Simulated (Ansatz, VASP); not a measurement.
# Mo in VASP and in Ansatz

Contents of INCAR:

```
SYSTEM = Mo
  PREC = Accurate
  ENCUT = 520
  EDIFF = 1E-6
  ISMEAR = -1
  SIGMA = 0.1
  LREAL = .False.
  LASPH = .True.
  NELM = 80
  ALGO = Normal
  ISIF = 2
  LWAVE = .False.
  LCHARG = .True.
  GGA = PE
  LELF = .True.
  LVHAR = .True.
  NBANDS = 13
```

File KPOINTS:

```
Automatic mesh
0
Gamma
  15 15 15
  0 0 0
```

File POSCAR:

```
Mo
1.0
    0.0000000000      2.0535328283      2.0535328283
    2.0535328283      0.0000000000      2.0535328283
    2.0535328283      2.0535328283      0.0000000000
Mo
1
Direct
    0.0000000000      0.0000000000      0.0000000000
```

Input for Ansatz:

```yaml
crystal:
  lattice:
    - [0.0, 2.0535328283, 2.0535328283]
    - [2.0535328283, 0.0, 2.0535328283]
    - [2.0535328283, 2.0535328283, 0.0]
  atoms:
    - { symbol: Mo, position: [0.0, 0.0, 0.0] }
hamiltonian:
  xc: pbe
  pseudopotentials:
    kind: paw
    azcp:
      Mo: "pseudopotentials/Mo.paw.azcp"
basis:
  ecutwfc: 420
  fft_grid_basis: typed
kpoints:
  mp_grid: { grid: [15, 15, 15], shift: [0, 0, 0] }
magnetization:
  spin_polarized: false
scf:
  occupations: { method: fermi_dirac, width: 0.1 }
  lower_state_search: "off"
output:
  stress: true
```

Alike in both runs: task single point; functional PBE; k mesh 15 × 15 × 15; occupations fermi-dirac, width 0.1 eV; no spin polarisation.

|  | VASP | Ansatz |
| --- | --- | --- |
| version | VASP 6.6.1 | Ansatz 0.2.0 |
| potentials or method | VASP PAW PBE potentials, release 64 (Mo_sv), cutoff 520 eV | plane waves (420 eV) with PAW, scalar-relativistic |
| valence electrons in the cell | 14 | 14 |

|  | VASP | Ansatz | Ansatz less VASP |
| --- | --- | --- | --- |
| pressure (GPa) | -15.1 | -15.5 | -0.33 |

With one functional, cell and mesh, what is left measures potentials, basis and numerics.
